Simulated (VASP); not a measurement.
# Zr (P6_3/mmc) in VASP: a series of runs

Zr is run at these levels: PBE; tasks: relaxation of volume and atoms at fixed shape, single point.

Everything below comes from runs of VASP 6.6.1. Logs are shortened: lines on timing, memory, paths and dates and some standing lists are left out, and cuts for length are marked.

### 1 The cell of the first run

Symmetry: P6_3/mmc, No. 194, hexagonal system. The conventional cell has a = 3.239 Å, b = 3.239 Å, c = 5.172 Å, α = 90.00°, β = 90.00°, γ = 120.00°. Within 4.2 Å of Zr (site symmetry -6m2) lie 12 Zr at 3.19 to 3.24 Å.

### 2 Relaxation of volume and atoms at fixed shape, PBE

The input, INCAR:

```
SYSTEM = Zr
PREC     = Accurate       ! precision mode
ENCUT    = 600            ! plane-wave cutoff, eV
EDIFF    = 1E-6           ! SCF threshold, eV
ISMEAR   = 0              ! smearing method
SIGMA    = 0.1            ! smearing width, eV
LREAL    = .FALSE.        ! projectors in reciprocal space
LASPH    = .TRUE.         ! aspherical terms in the spheres
NELM     = 100            ! most SCF steps
ALGO     = Normal         ! electronic algorithm
ISIF     = 8              ! what is computed and relaxed
LWAVE    = .FALSE.        ! write WAVECAR
LCHARG   = .FALSE.        ! write CHGCAR
GGA      = PE             ! functional
IBRION   = 2              ! ionic algorithm
NSW      = 30             ! ionic steps
EDIFFG   = -0.03          ! ionic threshold
```

The input, KPOINTS:

```
Automatic mesh
0
G
  3 3 1
  0 0 0
```

The input, POSCAR:

```
Zr
1.0
    3.2392314131      0.0000000000      0.0000000000
   -1.6196157065      2.8052566925      0.0000000000
    0.0000000000      0.0000000000      5.1722200000
Zr
2
Direct
    0.3333333333      0.6666666667      0.2500000000
    0.6666666667      0.3333333333      0.7500000000
```

Potentials or basis: VASP PAW PBE potentials, release 64 (Zr_sv).

The run is started by

```
> cat potpaw_PBE.64/Zr_sv/POTCAR > POTCAR
> mpirun -np 1 vasp_std > vasp.out
```

OUTCAR:

```text
SYSTEM = Zr
   PREC = Accurate
   ENCUT = 600
   EDIFF = 1E-6
   ISMEAR = 0
   LREAL = .FALSE.
   LASPH = .TRUE.
   NELM = 100
   ISIF = 8
   GGA = PE
   IBRION = 2
   NSW = 30
   EDIFFG = -0.03

 ion  position               nearest neighbor table
   1  0.333  0.667  0.250-   2 3.19   2 3.19   2 3.19   2 3.19   2 3.19   2 3.19
   2  0.667  0.333  0.750-   1 3.19   1 3.19   1 3.19   1 3.19   1 3.19   1 3.19

  LATTYP: Found a hexagonal cell.
 ALAT       =     3.2392314131
 C/A-ratio  =     1.5967429740

  Lattice vectors:

 A1 = (   3.2392314131,   0.0000000000,   0.0000000000)
 A2 = (  -1.6196157065,   2.8052566925,   0.0000000000)
 A3 = (   0.0000000000,   0.0000000000,   5.1722200000)

Analysis of symmetry for initial positions (statically):
=====================================================================
 Subroutine PRICEL returns:
 Original cell was already a primitive cell.

 Routine SETGRP: Setting up the symmetry group for a
 hexagonal supercell.

 Subroutine GETGRP returns: Found 24 space group operations
 (whereof 12 operations were pure point group operations)
 out of a pool of 24 trial point group operations.

The static configuration has the point symmetry D_3d.
 The point group associated with its full space group is D_6h.

Analysis of symmetry for dynamics (positions and initial velocities):
=====================================================================
 Subroutine PRICEL returns:
 Original cell was already a primitive cell.

 Routine SETGRP: Setting up the symmetry group for a
 hexagonal supercell.

 Subroutine GETGRP returns: Found 24 space group operations
 (whereof 12 operations were pure point group operations)
 out of a pool of 24 trial point group operations.

The dynamic configuration has the point symmetry D_3d.
 The point group associated with its full space group is D_6h.

 Subroutine INISYM returns: Found 24 space group operations
 (whereof 12 operations are pure point group operations),
 and found     1 'primitive' translations

----------------------------------------------------------------------------------------

                                     Primitive cell

  volume of cell :      46.9993

  direct lattice vectors                    reciprocal lattice vectors
     3.239231413  0.000000000  0.000000000     0.308715208  0.178236809  0.000000000
    -1.619615707  2.805256692  0.000000000     0.000000000  0.356473617  0.000000000
     0.000000000  0.000000000  5.172220000     0.000000000  0.000000000  0.193340577

  length of vectors
     3.239231413  3.239231413  5.172220000     0.356473617  0.356473617  0.193340577

  position of ions in fractional coordinates (direct lattice)
     0.333333333  0.666666667  0.250000000
     0.666666667  0.333333333  0.750000000

  ion indices of the primitive-cell ions
   primitive index   ion index
                 1           1
                 2           2

----------------------------------------------------------------------------------------

 KPOINTS: Automatic mesh

Automatic generation of k-mesh.
 Grid dimensions read from file:
 generate k-points for:    3    3    1

 Generating k-lattice:

  Cartesian coordinates                     Fractional coordinates (reciprocal lattice)
     0.102905069  0.059412270  0.000000000     0.333333333  0.000000000  0.000000000
     0.000000000  0.118824539  0.000000000     0.000000000  0.333333333  0.000000000
     0.000000000  0.000000000  0.193340577     0.000000000  0.000000000  1.000000000

  Length of vectors
     0.118824539  0.118824539  0.193340577

  Shift w.r.t. Gamma in fractional coordinates (k-lattice)
     0.000000000  0.000000000  0.000000000

 Subroutine IBZKPT returns following result:
 ===========================================

 Found      3 irreducible k-points:

 Following reciprocal coordinates:
            Coordinates               Weight
  0.000000  0.000000  0.000000      1.000000
  0.333333 -0.000000  0.000000      6.000000
  0.333333  0.333333  0.000000      2.000000
   k-points           NKPTS =      3   k-points in BZ     NKDIM =      3   number of bands    NBANDS=     16
   number of dos      NEDOS =    301   number of ions     NIONS =      2
   total plane-waves  NPLWV =  32928
   dimension x,y,z NGX =    28 NGY =   28 NGZ =   42
   dimension x,y,z NGXF=    56 NGYF=   56 NGZF=   84
   ions per type =               2
   NGX,Y,Z   is equivalent  to a cutoff of  14.37, 14.37, 13.50 a.u.
   NGXF,Y,Z  is equivalent  to a cutoff of  28.74, 28.74, 27.00 a.u.
 SYSTEM =  Zr
   PREC   = accura    normal or accurate (medium, high low for compatibility)
   ISTART =      0    job   : 0-new  1-cont  2-samecut
   ICHARG =      2    charge: 1-file 2-atom 10-const
   ISPIN  =      1    spin polarized calculation?
   LNONCOLLINEAR =      F non collinear calculations
   LSORBIT =      F    spin-orbit coupling
   LASPH  =      T    aspherical Exc in radial PAW
   ENCUT  =  600.0 eV  44.10 Ry    6.64 a.u.   6.47  6.47 10.33*2*pi/ulx,y,z
   NELM   =    100;   NELMIN=  2; NELMDL= -5     # of ELM steps
   EDIFF  = 0.1E-05   stopping-criterion for ELM
   LREAL  =      F    real-space projection
   EDIFFG = -.3E-01   stopping-criterion for IOM
   NSW    =     30    number of steps for IOM
   IBRION =      2    ionic relax: 0-MD 1-quasi-New 2-CG
   NFREE  =      1    steps in history (QN), initial steepest desc. (CG)
   ISIF   =      8    stress and relaxation
   ISYM   =      2    0-nonsym 1-usesym 2-fastsym
   POTIM  = 0.5000    time-step for ionic-motion
   TEBEG  =    0.0;   TEEND  =   0.0 temperature during run
   PSTRESS=    0.0 pullay stress
   NELECT =      24.0000    total number of electrons
   NUPDOWN=      -1.0000    fix difference up-down
   EMIN   =  10.00;   EMAX   =-10.00  energy-range for DOS
   EFERMI =   0.00;   METHOD = LEGACY
   ISMEAR =     0;   SIGMA  =   0.10  broadening in eV -4-tet -1-fermi 0-gaus
   EFERMI_NEDOS =   21; number of points for ismear=-14 and -15
   IALGO  =     38    algorithm
   IMIX   =      4    mixing-type and parameters
     AMIX     =   0.40;   BMIX     =  1.00
     AMIX_MAG =   1.60;   BMIX_MAG =  1.00
  volume/ion in A,a.u.               =      23.50       158.58
  Fermi-wavevector in a.u.,A,eV,Ry     =   1.308523  2.472750 23.296340  1.712233
  Thomas-Fermi vector in A             =   2.439184
   LORBIT       =      0    0 simple, 1 ext, 2 COOP (PROOUT), +10 PAW based schemes
   GGA     = PE    functional components
   LHFCALC =     F    Hartree Fock is set to
   AEXX    =    0.0000 exact exchange contribution
   IVDW    =     0    specifies the selected vdW correction
   LEPSILON=     F    determine dielectric tensor
   LRPA    =     F    only Hartree local field effects (RPA)
 conjugate gradient relaxation of ions
 non-spin polarized calculation
 Gauss-broadening in eV      SIGMA  =   0.10
  energy-cutoff  :      600.00
  volume of cell :       47.00
 maximum number of plane-waves:      1581
 NGX is ok and might be reduce to    28
   NGX = 13   NGY = 13   NGZ = 21

 number of electron      24.0000000 magnetization

 Free energy of the ion-electron system (eV)
  ---------------------------------------------------
  ext. energy  EPLUGINS =         0.00000000
  ---------------------------------------------------
  free energy    TOTEN  =       -17.39166393 eV

  energy without entropy =      -17.36658883  energy(sigma->0) =      -17.37912638

 E-fermi :   9.1412     XC(G=0): -11.0479

 val. band max:        9.1412203239   @ k =   0.3333   0.3333   0.0000
 cond. band min:       9.1412203250   @ k =   0.3333   0.3333   0.0000
 fundamental gap:      0.0000000011
 Fermi energy:         9.1412203244

 k-point     1 :       0.0000    0.0000    0.0000
  band No.  band energies     occupation
      1     -40.0118      2.00000
      2     -39.8653      2.00000
      3     -18.5077      2.00000
      4     -17.6712      2.00000
      5     -17.6712      2.00000
      6     -17.5406      2.00000
[... 8 lines left out ...]
     15      10.4101      0.00000
     16      10.4101      0.00000

 k-point     2 :       0.3333   -0.0000    0.0000
  band No.  band energies     occupation
      1     -39.9201      2.00000
      2     -39.8355      2.00000
      3     -18.2355      2.00000
      4     -18.1785      2.00000
      5     -18.0301      2.00000
      6     -17.8255      2.00000
[... 8 lines left out ...]
     15       9.8789      0.00000
     16      12.2935      0.00000

 k-point     3 :       0.3333    0.3333    0.0000
  band No.  band energies     occupation
      1     -39.8471      2.00000
      2     -39.8471      2.00000
      3     -18.2152      2.00000
      4     -18.0697      2.00000
      5     -18.0697      2.00000
      6     -17.9241      2.00000
[... 8 lines left out ...]
     15      10.6533      0.00000
     16      13.1123      0.00000

------------------------ aborting loop because EDIFF is reached ----------------------------------------

  FORCE on cell =-STRESS in cart. coord.  units (eV):
  Direction    XX          YY          ZZ          XY          YZ          ZX
  --------------------------------------------------------------------------------------
  -------------------------------------------------------------------------------------
  Total        2.9292517      2.9292517     -5.9894998      0.0000000     -0.0000000      0.0000000
  in kB       99.8563528     99.8563528   -204.1782909      0.0000000     -0.0000000      0.0000000
  external PRESSURE =      -1.4885285 kB  Pullay stress =       0.0000000 kB

 VOLUME and BASIS-vectors are now :
 -----------------------------------------------------------------------------
  energy-cutoff  :      600.00
  volume of cell :       47.00
      direct lattice vectors                 reciprocal lattice vectors
     3.239231413  0.000000000  0.000000000     0.308715208  0.178236809  0.000000000
    -1.619615707  2.805256692  0.000000000     0.000000000  0.356473617  0.000000000
     0.000000000  0.000000000  5.172220000     0.000000000  0.000000000  0.193340577

 POSITION                                       TOTAL-FORCE (eV/Angst)
 -----------------------------------------------------------------------------------
     -0.00000      1.87017      1.29306        -0.000000      0.000000      0.000000
      1.61962      0.93509      3.87917         0.000000     -0.000000      0.000000
 -----------------------------------------------------------------------------------
    total drift:                                0.000000     -0.000000      0.000000

  FREE ENERGIE OF THE ION-ELECTRON SYSTEM (eV)
  ---------------------------------------------------
  free  energy   TOTEN  =       -17.3916639252 eV

  energy  without entropy=      -17.3665888326  energy(sigma->0) =      -17.37912638

 reached required accuracy - stopping structural energy minimisation
```

Run time: 3.7 s. Hardware: 1 thread of Intel Xeon 6975P-C (Granite Rapids), shared host; peak memory 0.16 GiB.

Results:

```yaml
Free_energy: -17.3917 eV
Pressure_after_relaxing: -0.1 GPa
Band_gap_on_the_k_mesh: zero (band 12 reaches 9.74 eV, above the bottom of band 13 at 9.14 eV)
```

Final structure:
```
Zr
1.0
     3.23923    0.00000    0.00000
    -1.61962    2.80526    0.00000
     0.00000    0.00000    5.17222
Zr
2
Direct
  0.33333 0.66667 0.25000
  0.66667 0.33333 0.75000
```

Caveat: the k points lie up to 1.21 Å⁻¹ apart in the final cell; the relaxation stopped at its first step, so nothing moved.

(Part 1 of 3 ends here.)
